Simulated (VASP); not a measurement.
# Al (P6_3/mmc) in VASP: further runs

Al is run at these levels: PBEsol; tasks: single point.

Everything below comes from runs of VASP 6.6.1. Logs are shortened: lines on timing, memory, paths and dates and some standing lists are left out, and cuts for length are marked.

## 1. The cell of the first run

It takes space group P6_3/mmc (No. 194, hexagonal). The conventional cell has a = 2.851 Å, b = 2.851 Å, c = 4.635 Å, α = 90.00°, β = 90.00°, γ = 120.00°. Al (site symmetry -6m2) has 12 Al at 2.84 to 2.85 Å within 3.7 Å.

This isn't the form of Al at room conditions, which is fcc.

## 2. Single point, PBEsol

INCAR

```
SYSTEM = Al
ALGO = Normal
EDIFF = 1E-6
ENCUT = 500
GGA = PS
GGA_COMPAT = .False.
ISIF = 2
ISMEAR = 0
LASPH = .True.
LCHARG = .False.
LREAL = .False.
LWAVE = .False.
NBANDS = 10
NELM = 120
PREC = Accurate
SIGMA = 0.1
```

KPOINTS

```
k-points
0
Gamma
  17 17 9
  0 0 0
```

POSCAR

```
Al
1.0
    2.8507010643      0.0000000000      0.0000000000
   -1.4253505322      2.4687795403      0.0000000000
    0.0000000000      0.0000000000      4.6354331293
Al
2
Direct
    0.3333333333      0.6666666667      0.2500000000
    0.6666666667      0.3333333333      0.7500000000
```

Potentials or basis: VASP PAW PBE potentials, release 64 (Al).

Started as:

```sh
$ cat potpaw_PBE.64/Al/POTCAR > POTCAR
$ mpirun -np 1 vasp_std > vasp.out
```

OUTCAR:

```text
SYSTEM = Al
   EDIFF = 1E-6
   ENCUT = 500
   GGA = PS
   ISIF = 2
   ISMEAR = 0
   LASPH = .True.
   LREAL = .False.
   NELM = 120
   PREC = Accurate

 ion  position               nearest neighbor table
   1  0.333  0.667  0.250-   2 2.84   2 2.84   2 2.84   2 2.84   2 2.84   2 2.84
   2  0.667  0.333  0.750-   1 2.84   1 2.84   1 2.84   1 2.84   1 2.84   1 2.84

  LATTYP: Found a hexagonal cell.
 ALAT       =     2.8507010643
 C/A-ratio  =     1.6260677724

  Lattice vectors:

 A1 = (   2.8507010643,   0.0000000000,   0.0000000000)
 A2 = (  -1.4253505322,   2.4687795403,   0.0000000000)
 A3 = (   0.0000000000,   0.0000000000,   4.6354331293)

Analysis of symmetry for initial positions (statically):
=====================================================================
 Subroutine PRICEL returns:
 Original cell was already a primitive cell.

 Routine SETGRP: Setting up the symmetry group for a
 hexagonal supercell.

 Subroutine GETGRP returns: Found 24 space group operations
 (whereof 12 operations were pure point group operations)
 out of a pool of 24 trial point group operations.

The static configuration has the point symmetry D_3d.
 The point group associated with its full space group is D_6h.

Analysis of symmetry for dynamics (positions and initial velocities):
=====================================================================
 Subroutine PRICEL returns:
 Original cell was already a primitive cell.

 Routine SETGRP: Setting up the symmetry group for a
 hexagonal supercell.

 Subroutine GETGRP returns: Found 24 space group operations
 (whereof 12 operations were pure point group operations)
 out of a pool of 24 trial point group operations.

The dynamic configuration has the point symmetry D_3d.
 The point group associated with its full space group is D_6h.

 Subroutine INISYM returns: Found 24 space group operations
 (whereof 12 operations are pure point group operations),
 and found     1 'primitive' translations

----------------------------------------------------------------------------------------

                                     Primitive cell

  volume of cell :      32.6230

  direct lattice vectors                    reciprocal lattice vectors
     2.850701064  0.000000000  0.000000000     0.350790903  0.202529222  0.000000000
    -1.425350532  2.468779540  0.000000000     0.000000000  0.405058444  0.000000000
     0.000000000  0.000000000  4.635433129     0.000000000  0.000000000  0.215729571

  length of vectors
     2.850701064  2.850701064  4.635433129     0.405058444  0.405058444  0.215729571

  position of ions in fractional coordinates (direct lattice)
     0.333333333  0.666666667  0.250000000
     0.666666667  0.333333333  0.750000000

  ion indices of the primitive-cell ions
   primitive index   ion index
                 1           1
                 2           2

----------------------------------------------------------------------------------------

 KPOINTS: k-points

Automatic generation of k-mesh.
 Grid dimensions read from file:
 generate k-points for:   17   17    9

 Generating k-lattice:

  Cartesian coordinates                     Fractional coordinates (reciprocal lattice)
     0.020634759  0.011913484  0.000000000     0.058823529 -0.000000000  0.000000000
     0.000000000  0.023826967  0.000000000     0.000000000  0.058823529  0.000000000
     0.000000000  0.000000000  0.023969952     0.000000000  0.000000000  0.111111111

  Length of vectors
     0.023826967  0.023826967  0.023969952

  Shift w.r.t. Gamma in fractional coordinates (k-lattice)
     0.000000000  0.000000000  0.000000000

 Subroutine IBZKPT returns following result:
 ===========================================

 Found    165 irreducible k-points:

 Following reciprocal coordinates:
            Coordinates               Weight
  0.000000  0.000000  0.000000      1.000000
  0.058824 -0.000000  0.000000      6.000000
  0.117647  0.000000  0.000000      6.000000
  0.176471 -0.000000  0.000000      6.000000
  0.235294  0.000000  0.000000      6.000000
  0.294118  0.000000  0.000000      6.000000
[... 16 lines left out ...]
  0.411765  0.117647  0.000000     12.000000
  0.176471  0.176471  0.000000      6.000000
 [... further k-points ...]
   k-points           NKPTS =    165   k-points in BZ     NKDIM =    165   number of bands    NBANDS=     10
   number of dos      NEDOS =    301   number of ions     NIONS =      2
   total plane-waves  NPLWV =  20736
   dimension x,y,z NGX =    24 NGY =   24 NGZ =   36
   dimension x,y,z NGXF=    48 NGYF=   48 NGZF=   72
   ions per type =               2
   NGX,Y,Z   is equivalent  to a cutoff of  14.00, 14.00, 12.91 a.u.
   NGXF,Y,Z  is equivalent  to a cutoff of  27.99, 27.99, 25.82 a.u.
 SYSTEM =  Al
   PREC   = accura    normal or accurate (medium, high low for compatibility)
   ISTART =      0    job   : 0-new  1-cont  2-samecut
   ICHARG =      2    charge: 1-file 2-atom 10-const
   ISPIN  =      1    spin polarized calculation?
   LNONCOLLINEAR =      F non collinear calculations
   LSORBIT =      F    spin-orbit coupling
   LASPH  =      T    aspherical Exc in radial PAW
   ENCUT  =  500.0 eV  36.75 Ry    6.06 a.u.   5.20  5.20  8.45*2*pi/ulx,y,z
   NELM   =    120;   NELMIN=  2; NELMDL= -5     # of ELM steps
   EDIFF  = 0.1E-05   stopping-criterion for ELM
   LREAL  =      F    real-space projection
   EDIFFG = 0.1E-04   stopping-criterion for IOM
   NSW    =      0    number of steps for IOM
   IBRION =     -1    ionic relax: 0-MD 1-quasi-New 2-CG
   NFREE  =      0    steps in history (QN), initial steepest desc. (CG)
   ISIF   =      2    stress and relaxation
   ISYM   =      2    0-nonsym 1-usesym 2-fastsym
   POTIM  = 0.5000    time-step for ionic-motion
   TEBEG  =    0.0;   TEEND  =   0.0 temperature during run
   PSTRESS=    0.0 pullay stress
   NELECT =       6.0000    total number of electrons
   NUPDOWN=      -1.0000    fix difference up-down
   EMIN   =  10.00;   EMAX   =-10.00  energy-range for DOS
   EFERMI =   0.00;   METHOD = LEGACY
   ISMEAR =     0;   SIGMA  =   0.10  broadening in eV -4-tet -1-fermi 0-gaus
   EFERMI_NEDOS =   21; number of points for ismear=-14 and -15
   IALGO  =     38    algorithm
   IMIX   =      4    mixing-type and parameters
     AMIX     =   0.40;   BMIX     =  1.00
     AMIX_MAG =   1.60;   BMIX_MAG =  1.00
  volume/ion in A,a.u.               =      16.31       110.08
  Fermi-wavevector in a.u.,A,eV,Ry     =   0.931002  1.759338 11.793043  0.866764
  Thomas-Fermi vector in A             =   2.057449
   LORBIT       =      0    0 simple, 1 ext, 2 COOP (PROOUT), +10 PAW based schemes
   GGA     = PS    functional components
   LHFCALC =     F    Hartree Fock is set to
   AEXX    =    0.0000 exact exchange contribution
   IVDW    =     0    specifies the selected vdW correction
   LEPSILON=     F    determine dielectric tensor
   LRPA    =     F    only Hartree local field effects (RPA)
 non-spin polarized calculation
 Gauss-broadening in eV      SIGMA  =   0.10
  energy-cutoff  :      500.00
  volume of cell :       32.62
 maximum number of plane-waves:       841
 NGX is ok and might be reduce to    24
   NGX = 11   NGY = 11   NGZ = 17

 number of electron       6.0000000 magnetization

 Free energy of the ion-electron system (eV)
  ---------------------------------------------------
  ext. energy  EPLUGINS =         0.00000000
  ---------------------------------------------------
  free energy    TOTEN  =        -8.12357033 eV

  energy without entropy =       -8.12074358  energy(sigma->0) =       -8.12215696

 E-fermi :   8.0880     XC(G=0): -10.3000

 val. band max:        8.0858952207   @ k =   0.4118   0.1765   0.1111
 cond. band min:       8.1219813060   @ k =   0.4706   0.0588   0.1111
 fundamental gap:      0.0360860853
 Fermi energy:         8.0879640471

 k-point     1 :       0.0000    0.0000    0.0000
  band No.  band energies     occupation
      1      -3.1418      2.00000
      2       3.4552      2.00000
      3       3.7276      2.00000
      4      18.6475      0.00000
      5      18.6475      0.00000
      6      19.0397      0.00000
      7      19.0397      0.00000
      8      20.2598      0.00000
      9      22.1209      0.00000
     10      22.6348      0.00000

 k-point     2 :       0.0588   -0.0000    0.0000
  band No.  band energies     occupation
      1      -3.0578      2.00000
      2       3.5330      2.00000
      3       3.8096      2.00000
      4      16.9767      0.00000
      5      17.6751      0.00000
      6      18.8888      0.00000
      7      20.1554      0.00000
      8      20.9764      0.00000
      9      22.3702      0.00000
     10      22.6458      0.00000

 k-point     3 :       0.1176    0.0000    0.0000
  band No.  band energies     occupation
      1      -2.8062      2.00000
      2       3.7663      2.00000
      3       4.0544      2.00000
      4      14.7867      0.00000
      5      16.6755      0.00000
      6      18.0495      0.00000
      7      20.6401      0.00000
      8      20.6971      0.00000
      9      21.5544      0.00000
     10      22.0729      0.00000

 k-point     4 :       0.1765   -0.0000    0.0000
  band No.  band energies     occupation
      1      -2.3879      2.00000
      2       4.1551      2.00000
      3       4.4584      2.00000
      4      12.6269      0.00000
      5      15.8163      0.00000
      6      17.0738      0.00000
      7      18.6429      0.00000
      8      19.0693      0.00000
      9      21.4724      0.00000
     10      21.8825      0.00000

 k-point     5 :       0.2353    0.0000    0.0000
  band No.  band energies     occupation
      1      -1.8045      2.00000
      2       4.6993      2.00000
      3       5.0127      2.00000
      4      10.5763      0.00000
      5      15.1010      0.00000
      6      15.9561      0.00000
      7      16.6252      0.00000
      8      17.6473      0.00000
      9      20.8513      0.00000
     10      21.1222      0.00000

 k-point     6 :       0.2941    0.0000    0.0000
  band No.  band energies     occupation
      1      -1.0581      2.00000
      2       5.3983      2.00000
      3       5.6861      2.00000
      4       8.6856      0.00000
      5      14.5296      0.00000
      6      14.5965      0.00000
      7      14.7168      0.00000
      8      16.6464      0.00000
      9      20.3497      0.00000
     10      20.4994      0.00000
[... 183 lines left out ...]
 k-point    21 :       0.2941    0.1176    0.0000
  band No.  band energies     occupation
      1       0.0948      2.00000
      2       6.3530      2.00000
      3       6.4829      2.00000
      4       7.5281      2.00000
      5      10.9446      0.00000
      6      13.1488      0.00000
      7      13.8052      0.00000
      8      17.3022      0.00000
      9      17.5320      0.00000
     10      19.0508      0.00000

 k-point    22 :       0.3529    0.1176    0.0000
  band No.  band energies     occupation
      1       1.1556      2.00000
      2       5.1896      2.00000
      3       7.4800      2.00000
      4       8.0116      1.71974
      5      10.5235      0.00000
      6      11.5485      0.00000
      7      12.4159      0.00000
      8      16.9676      0.00000
      9      17.2568      0.00000
     10      18.7697      0.00000

 k-point    23 :       0.4118    0.1176    0.0000
  band No.  band energies     occupation
      1       2.3647      2.00000
      2       3.7309      2.00000
      3       8.5675      0.00000
      4       9.0125      0.00000
      5       9.9547      0.00000
      6      10.1564      0.00000
      7      11.5165      0.00000
      8      16.8019      0.00000
      9      17.1185      0.00000
     10      18.6272      0.00000

 k-point    24 :       0.1765    0.1765    0.0000
  band No.  band energies     occupation
      1      -0.8927      2.00000
      2       5.5538      2.00000
      3       5.8500      2.00000
      4      10.0267      0.00000
      5      10.1962      0.00000
      6      15.6221      0.00000
      7      16.2235      0.00000
      8      16.9511      0.00000
      9      17.0171      0.00000
     10      21.3404      0.00000

 [... further k-points ...]

------------------------ aborting loop because EDIFF is reached ----------------------------------------

  FORCE on cell =-STRESS in cart. coord.  units (eV):
  Direction    XX          YY          ZZ          XY          YZ          ZX
  --------------------------------------------------------------------------------------
  -------------------------------------------------------------------------------------
  Total        0.0091302      0.0091302      0.0080238     -0.0000000      0.0000000      0.0000000
  in kB        0.4484015      0.4484015      0.3940644     -0.0000000      0.0000000      0.0000000
  external PRESSURE =       0.4302891 kB  Pullay stress =       0.0000000 kB

 VOLUME and BASIS-vectors are now :
 -----------------------------------------------------------------------------
  energy-cutoff  :      500.00
  volume of cell :       32.62
      direct lattice vectors                 reciprocal lattice vectors
     2.850701064  0.000000000  0.000000000     0.350790903  0.202529222  0.000000000
    -1.425350532  2.468779540  0.000000000     0.000000000  0.405058444  0.000000000
     0.000000000  0.000000000  4.635433129     0.000000000  0.000000000  0.215729571

 POSITION                                       TOTAL-FORCE (eV/Angst)
 -----------------------------------------------------------------------------------
     -0.00000      1.64585      1.15886         0.000000     -0.000000      0.000000
      1.42535      0.82293      3.47657        -0.000000      0.000000      0.000000
 -----------------------------------------------------------------------------------
    total drift:                               -0.000000      0.000000     -0.000000

  FREE ENERGIE OF THE ION-ELECTRON SYSTEM (eV)
  ---------------------------------------------------
  free  energy   TOTEN  =        -8.1235703290 eV

  energy  without entropy=       -8.1207435833  energy(sigma->0) =       -8.12215696
```

Wall time 24 s (1 thread of Intel Xeon 8259CL, shared host); peak memory 0.17 GiB.

What came out:

```yaml
Free_energy: -8.1236 eV
Pressure: 0.0 GPa
Band_gap_on_the_k_mesh: zero (bands 3 and 4 overlap by 6.41 eV)
```

Caveat: the PAW data sets were made with another functional, which shifts forces and pressure a little.

(Part 1 of 3 ends here.)

The gap in the log of VASP goes by the Fermi energy; the results here count the filled bands.